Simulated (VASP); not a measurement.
# AlBN (P4/mmm) in VASP: further runs

Runs on AlBN. Level: PBE. Tasks: single point.

All numbers are computed with VASP 6.6.1; they aren't measurements. Logs are shortened: lines on timing, memory, paths and dates and some standing lists are left out, and cuts for length are marked.

## 1. The cell of the first run

Symmetry: P4/mmm, No. 123, tetragonal system. The conventional cell has a = 2.801 Å, b = 2.801 Å, c = 4.337 Å, α = 90.00°, β = 90.00°, γ = 90.00°. Al (site symmetry 4/mmm) has 4 B at 1.98 Å within 2.6 Å. Within 2.6 Å of B (site symmetry 4/mmm) lie 4 Al at 1.98 Å and 2 N at 2.17 Å. Within 2.9 Å of N (site symmetry 4/mmm) lie 2 B at 2.17 Å and 4 N at 2.80 Å.

## 2. Single point, PBE

INCAR

```
SYSTEM = AlBN
PREC = Accurate ; ENCUT = 520
EDIFF = 1E-6 ; ISMEAR = 0
SIGMA = 0.1 ; LREAL = .False.
LASPH = .True. ; NELM = 100
ALGO = Normal ; ISIF = 2
LWAVE = .False. ; LCHARG = .False.
GGA = PE ; NBANDS = 12
```

KPOINTS

```
Automatic mesh
0
Gamma
  6 6 4
  0 0 0
```

POSCAR

```
AlBN
1.0
    2.8010117500      0.0000000000      0.0000000000
    0.0000000000      2.8010117500      0.0000000000
    0.0000000000      0.0000000000      4.3372985600
Al B N
1 1 1
Direct
    0.0000000000      0.0000000000      0.0000000000
    0.5000000000      0.5000000000      0.0000000000
    0.5000000000      0.5000000000      0.5000000000
```

Potentials or basis: VASP PAW PBE potentials, release 64 (Al, B, N).

Started as:

```sh
$ cat potpaw_PBE.64/Al/POTCAR potpaw_PBE.64/B/POTCAR potpaw_PBE.64/N/POTCAR > POTCAR
$ mpirun -np 1 vasp_std > vasp.out
```

OUTCAR:

```text
SYSTEM = AlBN
   PREC = Accurate
   ENCUT = 520
   EDIFF = 1E-6
   ISMEAR = 0
   LREAL = .False.
   LASPH = .True.
   NELM = 100
   ISIF = 2
   GGA = PE

 ion  position               nearest neighbor table
   1  0.000  0.000  0.000-   2 1.98   2 1.98   2 1.98   2 1.98
   2  0.500  0.500  0.000-   1 1.98   1 1.98   1 1.98   1 1.98
   3  0.500  0.500  0.500-

  LATTYP: Found a simple tetragonal cell.
 ALAT       =     2.8010117500
 C/A-ratio  =     1.5484756749

  Lattice vectors:

 A1 = (   2.8010117500,   0.0000000000,   0.0000000000)
 A2 = (   0.0000000000,   2.8010117500,   0.0000000000)
 A3 = (   0.0000000000,   0.0000000000,   4.3372985600)

Analysis of symmetry for initial positions (statically):
=====================================================================
 Subroutine PRICEL returns:
 Original cell was already a primitive cell.

 Routine SETGRP: Setting up the symmetry group for a
 simple tetragonal supercell.

 Subroutine GETGRP returns: Found 16 space group operations
 (whereof 16 operations were pure point group operations)
 out of a pool of 16 trial point group operations.

The static configuration has the point symmetry D_4h.

Analysis of symmetry for dynamics (positions and initial velocities):
=====================================================================
 Subroutine PRICEL returns:
 Original cell was already a primitive cell.

 Routine SETGRP: Setting up the symmetry group for a
 simple tetragonal supercell.

 Subroutine GETGRP returns: Found 16 space group operations
 (whereof 16 operations were pure point group operations)
 out of a pool of 16 trial point group operations.

The dynamic configuration has the point symmetry D_4h.

 Subroutine INISYM returns: Found 16 space group operations
 (whereof 16 operations are pure point group operations),
 and found     1 'primitive' translations

----------------------------------------------------------------------------------------

                                     Primitive cell

  volume of cell :      34.0290

  direct lattice vectors                    reciprocal lattice vectors
     2.801011750  0.000000000  0.000000000     0.357013854  0.000000000  0.000000000
     0.000000000  2.801011750  0.000000000     0.000000000  0.357013854  0.000000000
     0.000000000  0.000000000  4.337298560     0.000000000  0.000000000  0.230558258

  length of vectors
     2.801011750  2.801011750  4.337298560     0.357013854  0.357013854  0.230558258

  position of ions in fractional coordinates (direct lattice)
     0.000000000  0.000000000  0.000000000
     0.500000000  0.500000000  0.000000000
     0.500000000  0.500000000  0.500000000

  ion indices of the primitive-cell ions
   primitive index   ion index
                 1           1
                 2           2
                 3           3

----------------------------------------------------------------------------------------

 KPOINTS: Automatic mesh

Automatic generation of k-mesh.
 Grid dimensions read from file:
 generate k-points for:    6    6    4

 Generating k-lattice:

  Cartesian coordinates                     Fractional coordinates (reciprocal lattice)
     0.059502309  0.000000000  0.000000000     0.166666667  0.000000000  0.000000000
     0.000000000  0.059502309  0.000000000     0.000000000  0.166666667  0.000000000
     0.000000000  0.000000000  0.057639564     0.000000000  0.000000000  0.250000000

  Length of vectors
     0.059502309  0.059502309  0.057639564

  Shift w.r.t. Gamma in fractional coordinates (k-lattice)
     0.000000000  0.000000000  0.000000000

 Subroutine IBZKPT returns following result:
 ===========================================

 Found     30 irreducible k-points:

 Following reciprocal coordinates:
            Coordinates               Weight
  0.000000  0.000000  0.000000      1.000000
  0.166667  0.000000  0.000000      4.000000
  0.333333  0.000000  0.000000      4.000000
  0.500000  0.000000  0.000000      2.000000
  0.166667  0.166667  0.000000      4.000000
  0.333333  0.166667  0.000000      8.000000
[... 16 lines left out ...]
  0.333333  0.000000  0.500000      4.000000
  0.500000  0.000000  0.500000      2.000000
 [... further k-points ...]
   k-points           NKPTS =     30   k-points in BZ     NKDIM =     30   number of bands    NBANDS=     12
   number of dos      NEDOS =    301   number of ions     NIONS =      3
   total plane-waves  NPLWV =  18432
   dimension x,y,z NGX =    24 NGY =   24 NGZ =   32
   dimension x,y,z NGXF=    48 NGYF=   48 NGZF=   64
   ions per type =               1   1   1
   NGX,Y,Z   is equivalent  to a cutoff of  14.24, 14.24, 12.27 a.u.
   NGXF,Y,Z  is equivalent  to a cutoff of  28.49, 28.49, 24.53 a.u.
 SYSTEM =  AlBN
   PREC   = accura    normal or accurate (medium, high low for compatibility)
   ISTART =      0    job   : 0-new  1-cont  2-samecut
   ICHARG =      2    charge: 1-file 2-atom 10-const
   ISPIN  =      1    spin polarized calculation?
   LNONCOLLINEAR =      F non collinear calculations
   LSORBIT =      F    spin-orbit coupling
   LASPH  =      T    aspherical Exc in radial PAW
   ENCUT  =  520.0 eV  38.22 Ry    6.18 a.u.   5.21  5.21  8.06*2*pi/ulx,y,z
   NELM   =    100;   NELMIN=  2; NELMDL= -5     # of ELM steps
   EDIFF  = 0.1E-05   stopping-criterion for ELM
   LREAL  =      F    real-space projection
   EDIFFG = 0.1E-04   stopping-criterion for IOM
   NSW    =      0    number of steps for IOM
   IBRION =     -1    ionic relax: 0-MD 1-quasi-New 2-CG
   NFREE  =      0    steps in history (QN), initial steepest desc. (CG)
   ISIF   =      2    stress and relaxation
   ISYM   =      2    0-nonsym 1-usesym 2-fastsym
   POTIM  = 0.5000    time-step for ionic-motion
   TEBEG  =    0.0;   TEEND  =   0.0 temperature during run
   PSTRESS=    0.0 pullay stress
   NELECT =      11.0000    total number of electrons
   NUPDOWN=      -1.0000    fix difference up-down
   EMIN   =  10.00;   EMAX   =-10.00  energy-range for DOS
   EFERMI =   0.00;   METHOD = LEGACY
   ISMEAR =     0;   SIGMA  =   0.10  broadening in eV -4-tet -1-fermi 0-gaus
   EFERMI_NEDOS =   21; number of points for ismear=-14 and -15
   IALGO  =     38    algorithm
   IMIX   =      4    mixing-type and parameters
     AMIX     =   0.40;   BMIX     =  1.00
     AMIX_MAG =   1.60;   BMIX_MAG =  1.00
  volume/ion in A,a.u.               =      11.34        76.55
  Fermi-wavevector in a.u.,A,eV,Ry     =   1.123542  2.123187 17.175270  1.262347
  Thomas-Fermi vector in A             =   2.260209
   LORBIT       =      0    0 simple, 1 ext, 2 COOP (PROOUT), +10 PAW based schemes
   GGA     = PE    functional components
   LHFCALC =     F    Hartree Fock is set to
   AEXX    =    0.0000 exact exchange contribution
   IVDW    =     0    specifies the selected vdW correction
   LEPSILON=     F    determine dielectric tensor
   LRPA    =     F    only Hartree local field effects (RPA)
 non-spin polarized calculation
 Gauss-broadening in eV      SIGMA  =   0.10
  energy-cutoff  :      520.00
  volume of cell :       34.03
 maximum number of plane-waves:       944
 NGX is ok and might be reduce to    24
   NGX = 11   NGY = 11   NGZ = 17

 number of electron      11.0000001 magnetization

 Free energy of the ion-electron system (eV)
  ---------------------------------------------------
  ext. energy  EPLUGINS =         0.00000000
  ---------------------------------------------------
  free energy    TOTEN  =       -12.82539022 eV

  energy without entropy =      -12.81782305  energy(sigma->0) =      -12.82160664

 E-fermi :   4.9929     XC(G=0): -10.5071

 val. band max:        4.9648957640   @ k =   0.5000   0.1667   0.2500
 cond. band min:       5.0659744734   @ k =   0.3333   0.3333   0.0000
 fundamental gap:      0.1010787094
 Fermi energy:         4.9929433437

 k-point     1 :       0.0000    0.0000    0.0000
  band No.  band energies     occupation
      1      -9.4423      2.00000
      2      -4.3498      2.00000
      3      -0.5622      2.00000
      4       4.9433      1.51755
      5       4.9433      1.51755
      6       7.5143      0.00000
      7       7.5143      0.00000
      8       9.8931      0.00000
      9      11.4050      0.00000
     10      11.4615      0.00000
     11      16.3711      0.00000
     12      20.0580      0.00000

 k-point     2 :       0.1667    0.0000    0.0000
  band No.  band energies     occupation
      1      -9.1357      2.00000
      2      -4.0612      2.00000
      3      -0.2365      2.00000
      4       3.0557      2.00000
      5       5.1065      0.10844
      6       6.0655      0.00000
      7       7.6499      0.00000
      8       9.7973      0.00000
      9      12.0956      0.00000
     10      14.0295      0.00000
     11      14.3735      0.00000
     12      20.0287      0.00000

 k-point     3 :       0.3333    0.0000    0.0000
  band No.  band energies     occupation
      1      -8.3903      2.00000
      2      -3.2855      2.00000
      3       0.1648      2.00000
      4       0.5622      2.00000
      5       4.1738      2.00000
      6       5.4550      0.00000
      7       7.9797      0.00000
      8       9.1053      0.00000
      9      12.0675      0.00000
     10      13.3931      0.00000
     11      16.8200      0.00000
     12      17.1603      0.00000

 k-point     4 :       0.5000    0.0000    0.0000
  band No.  band energies     occupation
      1      -7.9091      2.00000
      2      -2.4553      2.00000
      3      -1.5064      2.00000
      4       1.0852      2.00000
      5       3.3073      2.00000
      6       5.6407      0.00000
      7       8.1914      0.00000
      8       8.3035      0.00000
      9      11.5531      0.00000
     10      14.3770      0.00000
     11      16.0002      0.00000
     12      16.6916      0.00000

 k-point     5 :       0.1667    0.1667    0.0000
  band No.  band energies     occupation
      1      -8.8416      2.00000
      2      -3.7682      2.00000
      3       0.0806      2.00000
      4       2.9820      2.00000
      5       3.6449      2.00000
      6       6.0989      0.00000
      7       6.6068      0.00000
      8       9.7679      0.00000
      9      12.8331      0.00000
     10      14.1879      0.00000
     11      15.8304      0.00000
     12      16.6064      0.00000
[... 228 lines left out ...]
      1      -8.6520      2.00000
      2      -6.7078      2.00000
      3       4.7753      1.99792
      4       4.8558      1.94756
      5       5.6833      0.00000
      6       5.6833      0.00000
      7       6.4414      0.00000
      8       6.4414      0.00000
      9      11.6115      0.00000
     10      12.9531      0.00000
     11      14.0189      0.00000
     12      19.9766      0.00000

 k-point    22 :       0.1667    0.0000    0.5000
  band No.  band energies     occupation
      1      -8.4226      2.00000
      2      -6.2652      2.00000
      3       3.6392      2.00000
      4       4.0178      2.00000
      5       5.3328      0.00000
      6       5.7851      0.00000
      7       5.7860      0.00000
      8       6.6629      0.00000
      9      13.0765      0.00000
     10      13.3765      0.00000
     11      15.0454      0.00000
     12      18.2841      0.00000

 k-point    23 :       0.3333    0.0000    0.5000
  band No.  band energies     occupation
      1      -7.8960      2.00000
      2      -4.9774      2.00000
      3       0.3756      2.00000
      4       2.2256      2.00000
      5       5.5216      0.00000
      6       5.9974      0.00000
      7       6.6346      0.00000
      8       7.1812      0.00000
      9      12.1349      0.00000
     10      14.2080      0.00000
     11      17.3590      0.00000
     12      17.3922      0.00000

 k-point    24 :       0.5000    0.0000    0.5000
  band No.  band energies     occupation
      1      -7.5858      2.00000
      2      -3.4739      2.00000
      3      -1.8663      2.00000
      4       1.3742      2.00000
      5       5.6799      0.00000
      6       6.1083      0.00000
      7       7.3379      0.00000
      8       7.4948      0.00000
      9      11.1052      0.00000
     10      14.4932      0.00000
     11      16.2454      0.00000
     12      17.8126      0.00000

 [... further k-points ...]
[... 5 lines left out ...]
  --------------------------------------------------------------------------------------
  -------------------------------------------------------------------------------------
  Total        7.0267371      7.0267371     -8.6228890      0.0000000      0.0000000     -0.0000000
  in kB      330.8377858    330.8377858   -405.9889354      0.0000000      0.0000000     -0.0000000
  external PRESSURE =      85.2288788 kB  Pullay stress =       0.0000000 kB

 VOLUME and BASIS-vectors are now :
 -----------------------------------------------------------------------------
  energy-cutoff  :      520.00
  volume of cell :       34.03
      direct lattice vectors                 reciprocal lattice vectors
     2.801011750  0.000000000  0.000000000     0.357013854  0.000000000  0.000000000
     0.000000000  2.801011750  0.000000000     0.000000000  0.357013854  0.000000000
     0.000000000  0.000000000  4.337298560     0.000000000  0.000000000  0.230558258

 POSITION                                       TOTAL-FORCE (eV/Angst)
 -----------------------------------------------------------------------------------
      0.00000      0.00000      0.00000         0.000000      0.000000      0.000000
      1.40051      1.40051      0.00000         0.000000      0.000000      0.000000
      1.40051      1.40051      2.16865         0.000000      0.000000      0.000000
 -----------------------------------------------------------------------------------
    total drift:                                0.000000     -0.000000     -0.000000

  FREE ENERGIE OF THE ION-ELECTRON SYSTEM (eV)
  ---------------------------------------------------
  free  energy   TOTEN  =       -12.8253902179 eV

  energy  without entropy=      -12.8178230546  energy(sigma->0) =      -12.82160664
```

Wall time 4.3 s (1 thread of Intel Xeon 6975P-C (Granite Rapids), shared host); peak memory 0.15 GiB.

What came out:

```yaml
Free_energy: -12.8254 eV
Pressure: 8.5 GPa
```

Stress tensor (GPa, compression positive):
```
 33.08   0.00   0.00
  0.00  33.08   0.00
  0.00   0.00 -40.60
```

Caveat: the k points lie up to 0.37 Å⁻¹ apart.

## 3. Single point, PBE

This run uses another cell than the first one, of 16.91 Å³/atom, 1.491 times its volume.

INCAR

```
SYSTEM = AlBN
PREC = Accurate
ENCUT = 520
EDIFF = 1E-6
ISMEAR = 0
SIGMA = 0.1
LREAL = .FALSE.
LASPH = .TRUE.
NELM = 100
ALGO = Normal
ISIF = 2
LWAVE = .FALSE.
LCHARG = .FALSE.
GGA = PE
NBANDS = 12
```

KPOINTS

```
regular mesh
0
G
  4 4 6
  0 0 0
```

POSCAR

```
AlBN
1.0
    4.3685737192      0.0000000000      0.0000000000
    0.0000000000      4.3685737192      0.0000000000
    0.0000000000      0.0000000000      2.6579631506
Al B N
1 1 1
Direct
    0.0000000000      0.0000000000      0.0000000000
    0.5000000000      0.5000000000      0.0000000000
    0.5000000000      0.5000000000      0.5000000000
```

Potentials or basis: VASP PAW PBE potentials, release 64 (Al, B, N).

Started as:

```sh
$ cat potpaw_PBE.64/Al/POTCAR potpaw_PBE.64/B/POTCAR potpaw_PBE.64/N/POTCAR > POTCAR
$ mpirun -np 1 vasp_std > vasp.out
```

Wall time 4.3 s (1 thread of Intel Xeon 6975P-C (Granite Rapids), shared host); peak memory 0.15 GiB.

Results (log left out):

* Free energy: -17.9975 eV
* Pressure: 0.0 GPa

Stress tensor (GPa, compression positive):
```
 0.11  0.00  0.00
 0.00  0.11  0.00
 0.00  0.00 -0.37
```

Levels at points of the mesh, in eV from the Fermi level:
```csv
k point,band 2,band 3,band 4,band 5,band 6,band 7,band 8,band 9
"(0.00, 0.00, 0.00)",-9.47,-6.53,-6.42,-6.42,1.85,1.85,2.83,3.96
"(0.50, 0.00, 0.00)",-9.47,-8.03,-6.27,-4.14,-1.53,0.84,5.36,6.57
"(0.50, 0.50, 0.00)",-9.47,-7.03,-7.03,-5.91,0.73,0.73,3.75,9.33
"(0.00, 0.00, 0.50)",-11.16,-3.14,-3.14,-1.76,-1.31,0.31,0.31,6.63
"(0.50, 0.00, 0.50)",-11.09,-3.86,-3.08,-2.38,-0.60,0.72,2.54,3.09
"(0.50, 0.50, 0.50)",-11.04,-3.43,-3.43,-1.29,-0.86,-0.86,-0.42,5.94
```

Caveat: the k points lie up to 0.39 Å⁻¹ apart.

(Continued in part 2 of 2.)
